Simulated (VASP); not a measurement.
Crystal: Ta3Ga.

```
Ta Ga
1.0
     5.82177    0.00000    0.00000
    -2.91088    5.04180    0.00000
     0.00000    0.00000    4.67287
Ta Ga
6 2
Direct
  0.83300 0.66600 0.25000
  0.16700 0.83300 0.75000
  0.33400 0.16700 0.25000
  0.16700 0.33400 0.75000
  0.83300 0.16700 0.25000
  0.66600 0.83300 0.75000
  0.33333 0.66667 0.25000
  0.66667 0.33333 0.75000
```

- Program: VASP 6.6.1
- Task: relaxation of cell and atoms
- Functional: PBE
- Potentials or basis: VASP PAW PBE potentials, release 64 (Ta_pv, Ga_d)
- Cutoff: 600 eV
- k mesh: 3 × 3 × 4
- Occupations: gaussian, width 0.1 eV
- Spin: no spin polarisation

At the start: pressure 4.3 GPa; volume 17.14 Å³/atom.

Problem. How do energy, volume and symmetry change on relaxing?

Solution. Over 9 steps the energy falls by 20.6 meV/atom and the volume is 17.58 Å³/atom (+2.5 %); space group P6_3/mmc (No. 194, to 0.1 Å) before and after.

Step by step:
```tsv
step	energy change (eV)	largest force (eV/Å)	pressure (GPa)	volume (Å³)
1	0.0000	0.5234	4.29	137.16
2	-0.0191	0.1769	-6.77	146.44
3	-0.1030	0.3078	-1.89	141.91
4	-0.1595	0.0938	0.15	140.60
5	-0.1598	0.1134	0.31	140.50
6	-0.1640	0.0384	-0.35	140.98
7	-0.1640	0.0386	-0.35	140.98
8	-0.1643	0.0160	0.33	140.37
9	-0.1646	0.0263	0.07	140.63
```

Final structure:
```xyz
8
Lattice="5.7707 0.0000 0.0000 -2.8854 4.9976 0.0000 0.0000 0.0000 4.8763" Properties=species:S:1:pos:R:3 pbc="T T T"
Ta    2.8854    3.3590    1.2191
Ta   -1.4663    4.1783    3.6572
Ta    1.4191    0.8193    1.2191
Ta    0.0000    1.6386    3.6572
Ta    4.3517    0.8193    1.2191
Ta    1.4663    4.1783    3.6572
Ga    0.0000    3.3317    1.2191
Ga    2.8854    1.6659    3.6572
```

Caveat: the k points lie up to 0.42 Å⁻¹ apart in the final cell, too coarse for converged energies and pressures of a metal.
